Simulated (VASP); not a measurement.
# HfN (P6_3/mmc) in VASP: notebook, part 2 of 2

VASP 6.6.1.

**5. Single point, PBEsol (strain +0.015 along x and y, +0.000 along z)**

Contents of INCAR:

```
SYSTEM = HfN
ALGO     = Normal         ! electronic algorithm
EDIFF    = 1E-6           ! SCF threshold, eV
ENCUT    = 520            ! plane-wave cutoff, eV
GGA      = PS             ! functional
ISIF     = 2              ! what is computed and relaxed
ISMEAR   = 0              ! smearing method
LASPH    = .TRUE.         ! aspherical terms in the spheres
LCHARG   = .FALSE.        ! write CHGCAR
LREAL    = .FALSE.        ! projectors in reciprocal space
LWAVE    = .FALSE.        ! write WAVECAR
NBANDS   = 23             ! bands
NELM     = 60             ! most SCF steps
PREC     = Accurate       ! precision mode
SIGMA    = 0.15           ! smearing width, eV
```

Contents of KPOINTS:

```
k-points
0
G
  18 18 10
  0 0 0
```

Contents of POSCAR:

```
HfN
1.0
    3.1746229159      0.0000000000      0.0000000000
   -1.5873114580      2.7493040926      0.0000000000
    0.0000000000      0.0000000000      5.3909359316
Hf N
2 2
Direct
    0.6666666667      0.3333333333      0.7500000000
    0.3333333333      0.6666666667      0.2500000000
    0.0000000000      0.0000000000      0.0000000000
    0.0000000000      0.0000000000      0.5000000000
```

Potentials or basis: VASP PAW PBE potentials, release 64 (Hf_pv, N).

Command:

```console
> cat potpaw_PBE.64/Hf_pv/POTCAR potpaw_PBE.64/N/POTCAR > POTCAR
> mpirun -np 1 vasp_std > vasp.out
```

OUTCAR:

```text
SYSTEM = HfN
   EDIFF = 1E-6
   ENCUT = 520
   GGA = PS
   ISIF = 2
   ISMEAR = 0
   LASPH = .TRUE.
   LREAL = .FALSE.
   NELM = 60
   PREC = Accurate

 ion  position               nearest neighbor table
   1  0.667  0.333  0.750-   3 2.28   4 2.28   3 2.28   4 2.28   3 2.28   4 2.28   2 3.26   2 3.26
                             2 3.26   2 3.26   2 3.26   2 3.26
   2  0.333  0.667  0.250-   3 2.28   4 2.28   3 2.28   4 2.28   3 2.28   4 2.28   1 3.26   1 3.26
                             1 3.26   1 3.26   1 3.26   1 3.26
   3  0.000  0.000  0.000-   1 2.28   2 2.28   1 2.28   2 2.28   1 2.28   2 2.28
   4  0.000  0.000  0.500-   1 2.28   2 2.28   1 2.28   2 2.28   1 2.28   2 2.28

  LATTYP: Found a hexagonal cell.
 ALAT       =     3.1746229159
 C/A-ratio  =     1.6981342586

  Lattice vectors:

 A1 = (   3.1746229159,   0.0000000000,   0.0000000000)
 A2 = (  -1.5873114580,   2.7493040926,   0.0000000000)
 A3 = (   0.0000000000,   0.0000000000,   5.3909359316)

Analysis of symmetry for initial positions (statically):
[... 179 lines left out ...]

 E-fermi :   7.5904     XC(G=0): -12.7939

 val. band max:        7.5542391320   @ k =   0.3889   0.1667   0.5000
 cond. band min:       7.5904711479   @ k =   0.2222   0.0000   0.5000
 fundamental gap:      0.0362320159
 Fermi energy:         7.5903744225

 k-point     1 :       0.0000    0.0000    0.0000
  band No.  band energies     occupation
      1     -24.0993      2.00000
      2     -23.2683      2.00000
      3     -23.1946      2.00000
      4     -23.1946      2.00000
      5     -23.1298      2.00000
      6     -23.1298      2.00000
[... 613 lines left out ...]
     22      13.6600      0.00000
     23      14.5835      0.00000

 [... further k-points ...]

------------------------ aborting loop because EDIFF is reached ----------------------------------------

  FORCE on cell =-STRESS in cart. coord.  units (eV):
  Direction    XX          YY          ZZ          XY          YZ          ZX
  --------------------------------------------------------------------------------------
  -------------------------------------------------------------------------------------
  Total       -3.5190517     -3.5190517     -1.6080255      0.0000000     -0.0000000      0.0000000
  in kB     -119.8276740   -119.8276740    -54.7550799      0.0000000     -0.0000000      0.0000000
  external PRESSURE =     -98.1368093 kB  Pullay stress =       0.0000000 kB

 VOLUME and BASIS-vectors are now :
 -----------------------------------------------------------------------------
  energy-cutoff  :      520.00
  volume of cell :       47.05
      direct lattice vectors                 reciprocal lattice vectors
     3.174622916  0.000000000  0.000000000     0.314998041  0.181864204  0.000000000
    -1.587311458  2.749304093  0.000000000     0.000000000  0.363728408  0.000000000
     0.000000000  0.000000000  5.390935932     0.000000000  0.000000000  0.185496547

 POSITION                                       TOTAL-FORCE (eV/Angst)
 -----------------------------------------------------------------------------------
      1.58731      0.91643      4.04320         0.000000      0.000000      0.000000
     -0.00000      1.83287      1.34773        -0.000000     -0.000000      0.000000
      0.00000      0.00000      0.00000         0.000000      0.000000      0.000000
      0.00000      0.00000      2.69547         0.000000      0.000000      0.000000
 -----------------------------------------------------------------------------------
    total drift:                               -0.000000      0.000000     -0.000000

  FREE ENERGIE OF THE ION-ELECTRON SYSTEM (eV)
  ---------------------------------------------------
  free  energy   TOTEN  =       -45.8118387932 eV

  energy  without entropy=      -45.8032267301  energy(sigma->0) =      -45.80753276
```

OSZICAR:

```text
N       E                     dE             d eps       ncg     rms          rms(c)
DAV:   1     0.108366589374E+03    0.10837E+03   -0.16582E+04 10212   0.130E+03
DAV:   2    -0.452598832850E+02   -0.15363E+03   -0.14555E+03 13212   0.312E+02
DAV:   3    -0.514087554209E+02   -0.61489E+01   -0.60940E+01 13257   0.499E+01
DAV:   4    -0.514617149991E+02   -0.52960E-01   -0.52914E-01 11931   0.505E+00
DAV:   5    -0.514623748066E+02   -0.65981E-03   -0.65962E-03 13854   0.459E-01    0.727E+01
DAV:   6    -0.460273219324E+02    0.54351E+01   -0.24864E+01 12433   0.254E+01    0.554E+01
DAV:   7    -0.458594916077E+02    0.16783E+00   -0.20428E+00 11946   0.847E+00    0.228E+01
DAV:   8    -0.458213243373E+02    0.38167E-01   -0.15891E-01 13413   0.257E+00    0.379E+00
DAV:   9    -0.458130215638E+02    0.83028E-02   -0.50067E-02 11780   0.125E+00    0.313E+00
DAV:  10    -0.458122995198E+02    0.72204E-03   -0.11842E-02 12651   0.656E-01    0.139E+00
DAV:  11    -0.458118372450E+02    0.46227E-03   -0.21350E-03 12617   0.284E-01    0.118E-01
DAV:  12    -0.458118403183E+02   -0.30733E-05   -0.10172E-04 12529   0.691E-02    0.167E-01
DAV:  13    -0.458118388599E+02    0.14584E-05   -0.11655E-05 12543   0.196E-02    0.539E-03
DAV:  14    -0.458118387932E+02    0.66726E-07   -0.42455E-07  7941   0.475E-03
   1 F= -.45811839E+02 E0= -.45807533E+02  d E =-.861206E-02
```

stdout:

```text
POSCAR found type information on POSCAR HfN
 POSCAR found :  2 types and       4 ions
 scaLAPACK will be used
 -----------------------------------------------------------------------------
|                                                                             |
|                                                                             |
|     You enforced a specific xc type in the INCAR file but a different       |
|     I HOPE YOU KNOW WHAT YOU ARE DOING!                                     |
|                                                                             |
 -----------------------------------------------------------------------------

 LDA part: xc-table for (Slater+PW92), standard interpolation
 POSCAR, INCAR and KPOINTS ok, starting setup
 FFT: planning ... GRIDC
 FFT: planning ... GRID_SOFT
 FFT: planning ... GRID
 WAVECAR not read
 entering main loop
```

Run time: 2 min. Hardware: 1 thread of AMD EPYC 9R45 (Zen 5), shared host; peak memory 0.29 GiB.

What came out:

* Free energy: -45.8118 eV
* Pressure: -9.8 GPa
* Band gap on the k mesh: zero (bands 15 and 16 overlap by 2.31 eV)

Levels at points of the mesh, in eV from the Fermi level:
| k point | band 12 | band 13 | band 14 | band 15 | band 16 | band 17 | band 18 | band 19 |
| --- | --- | --- | --- | --- | --- | --- | --- | --- |
| (0.00, 0.00, 0.00) | -3.59 | -3.59 | -1.56 | -0.45 | 0.69 | 0.69 | 0.82 | 1.65 |
| (0.50, 0.00, 0.00) | -5.44 | -3.30 | -2.78 | -2.25 | 2.51 | 2.64 | 4.15 | 4.60 |
| (0.00, 0.00, 0.50) | -4.41 | -4.41 | -4.41 | 1.87 | 1.87 | 2.79 | 2.79 | 2.89 |
| (0.50, 0.00, 0.50) | -5.32 | -4.47 | -4.47 | -0.29 | -0.29 | 4.49 | 4.49 | 4.55 |

Caveat: the cell differs from its parent crystal (strain +0.015 along x and y, +0.000 along z); the cell stands under tension; the PAW data sets were made with another functional, which shifts forces and pressure a little; spin-orbit coupling is left out, which moves the levels of the heavy elements.

**6. Single point, PBEsol (strain +0.030 along x and y, -0.015 along z)**

Contents of INCAR:

```
  PREC = Accurate
  ENCUT = 520
  EDIFF = 1E-6
  ISMEAR = 0
  SIGMA = 0.15
  LREAL = False
  LASPH = True
  NELM = 60
  ALGO = Normal
  ISIF = 2
  LWAVE = False
  LCHARG = False
  GGA = PS
  NBANDS = 23
```

Contents of KPOINTS:

```
regular mesh
0
Gamma
  18 18 10
```

Contents of POSCAR:

```
HfN
1.0
    3.2215385255      0.0000000000      0.0000000000
   -1.6107692628      2.7899342023      0.0000000000
    0.0000000000      0.0000000000      5.3100718926
Hf N
2 2
Direct
    0.6666666667      0.3333333333      0.7500000000
    0.3333333333      0.6666666667      0.2500000000
    0.0000000000      0.0000000000      0.0000000000
    0.0000000000      0.0000000000      0.5000000000
```

Potentials or basis: VASP PAW PBE potentials, release 64 (Hf_pv, N).

Command:

```console
> cat potpaw_PBE.64/Hf_pv/POTCAR potpaw_PBE.64/N/POTCAR > POTCAR
> mpirun -np 1 vasp_std > vasp.out
```

Wall time 4.3 min (1 thread of Intel Xeon 8259CL, shared host); peak memory 0.32 GiB.

It converged, with:

* Free energy: -45.6881 eV
* Pressure: -13.1 GPa
* Band gap on the k mesh: zero (bands 15 and 16 overlap by 2.32 eV)

Stress tensor (GPa, compression positive):
```
-19.50   0.00   0.00
  0.00 -19.50   0.00
  0.00   0.00  -0.16
```

Levels at points of the mesh, in eV from the Fermi level:
```tsv
k point	band 13	band 14	band 15	band 16	band 17	band 18
(0.00, 0.00, 0.00)	-3.66	-1.31	-0.28	0.66	0.66	0.70
(0.50, 0.00, 0.00)	-3.41	-2.79	-1.98	2.54	2.63	3.83
(0.00, 0.00, 0.50)	-4.52	-4.52	1.88	1.88	2.62	2.62
(0.50, 0.00, 0.50)	-4.52	-4.52	-0.30	-0.30	4.19	4.19
```

Caveat: the cell differs from its parent crystal (strain +0.030 along x and y, -0.015 along z); the cell stands under tension; the PAW data sets were made with another functional, which shifts forces and pressure a little; spin-orbit coupling is left out, which moves the levels of the heavy elements.

**7. The runs side by side**

| cell | gap on the mesh (eV) | pressure (GPa) |
| --- | --- | --- |
| a = 3.128, b = 3.128, c = 5.472 Å, angles 90.0, 90.0, 120.0°, 4 atoms | none | -6.1 |
| a = 3.128, b = 3.128, c = 5.553 Å, angles 90.0, 90.0, 120.0°, 4 atoms | none | -9.8 |
| a = 3.222, b = 3.222, c = 5.229 Å, angles 90.0, 90.0, 120.0°, 4 atoms | none | -9.3 |
| a = 3.175, b = 3.175, c = 5.391 Å, angles 90.0, 90.0, 120.0°, 4 atoms | none | -9.8 |
| a = 3.222, b = 3.222, c = 5.310 Å, angles 90.0, 90.0, 120.0°, 4 atoms | none | -13.1 |

Alike in all rows: task single point; level PBEsol; potentials or basis VASP PAW PBE potentials, release 64 (Hf_pv, N); no spin polarisation; k mesh 18 × 18 × 10; cutoff (eV) 520; smearing gaussian 0.15 eV.

Caveats: the cell stands under tension; the PAW data sets were made with another functional, which shifts forces and pressure a little; spin-orbit coupling is left out, which moves the levels of the heavy elements.

Absolute energies hang on the potentials; compare differences alone.
